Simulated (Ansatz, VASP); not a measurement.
One calculation of MnO2, two programs

File INCAR:

```
SYSTEM = MnO2
PREC = Accurate ; ENCUT = 520
EDIFF = 1E-6 ; ISMEAR = 0
SIGMA = 0.1 ; LREAL = .False.
LASPH = .True. ; NELM = 150
ALGO = Normal ; ISIF = 2
LWAVE = .False. ; LCHARG = .True.
ISPIN = 2 ; MAGMOM = 4 0 0
LORBIT = 11 ; LMAXMIX = 4
GGA = PE ; LELF = .True.
LVHAR = .True. ; NBANDS = 24
```

File KPOINTS:

```
regular mesh
0
Gamma
  6 6 6
  0 0 0
```

The input POSCAR:

```
MnO2
1.0
    1.4284348394      0.8247072390      4.5839315268
   -1.4284348394      0.8247072390      4.5839315268
    0.0000000000     -1.6494144781      4.5839315268
Mn O
1 2
Direct
    0.0000000000      0.0000000000      0.0000000000
    0.2643644900      0.2643644900      0.2643644900
    0.7356355100      0.7356355100      0.7356355100
```

Input for Ansatz:

```yaml
crystal:
  lattice:
    - [1.4284348394, 0.824707239, 4.5839315268]
    - [-1.4284348394, 0.824707239, 4.5839315268]
    - [0.0, -1.6494144781, 4.5839315268]
  atoms:
    - { symbol: Mn, position: [0.0, 0.0, 0.0], spin: 4.0 }
    - { symbol: O, position: [0.26436449, 0.26436449, 0.26436449] }
    - { symbol: O, position: [0.73563551, 0.73563551, 0.73563551] }
basis:
  ecutwfc: 420
kpoints:
  mp_grid: { grid: [6, 6, 6] }
hamiltonian:
  xc: pbe
scf:
  occupations: { method: gaussian, width: 0.1 }
  lower_state_search: "off"
output:
  forces: true
  stress: true
  eigenvalues: true
  populations: true
magnetization:
  spin_polarized: true
```

Alike in both runs: task single point; functional PBE; k mesh 6 × 6 × 6; occupations gaussian, width 0.1 eV; collinear spin.

```csv
,VASP,Ansatz
version,VASP 6.6.1,Ansatz 0.2.0
potentials or method,"VASP PAW PBE potentials, release 64 (Mn_pv, O), cutoff 520 eV","scalar-relativistic, plane waves, PAW"
valence electrons in the cell,25,27
```

|  | VASP | Ansatz | Ansatz less VASP |
| --- | --- | --- | --- |
| gap on the k mesh at the Fermi level (eV) | 0.86 | 0.90 | +0.035 |
| least direct gap on the mesh (eV) | 0.91 | 0.94 | +0.037 |
| pressure (GPa) | 5.9 | 5.0 | -0.96 |
| traceless stress, the component that is largest in VASP (GPa) | -1.00 | -0.57 | +0.425 |
| rms of the force components (eV/Å) | 0.144 | 0.101 | -0.0433 |
| net moment per atom (μB) | 1.00 | 1.00 | 0.000 |
| size of the moment on the site where the two differ most (μB) | 2.84 | 2.49 | -0.345 |

Site moments also hang on the region over which each program counts them. Atom by atom the forces differ by 0.043 eV/Å (rms over components). The functional is the same, so the differences come from potentials, cutoffs and numerics. VASP's potentials hold 25 valence electrons a cell and Ansatz's 27, so a difference there can come from the potentials and not from the codes.

The k mesh is coarse, so the values compare programs but aren't converged.
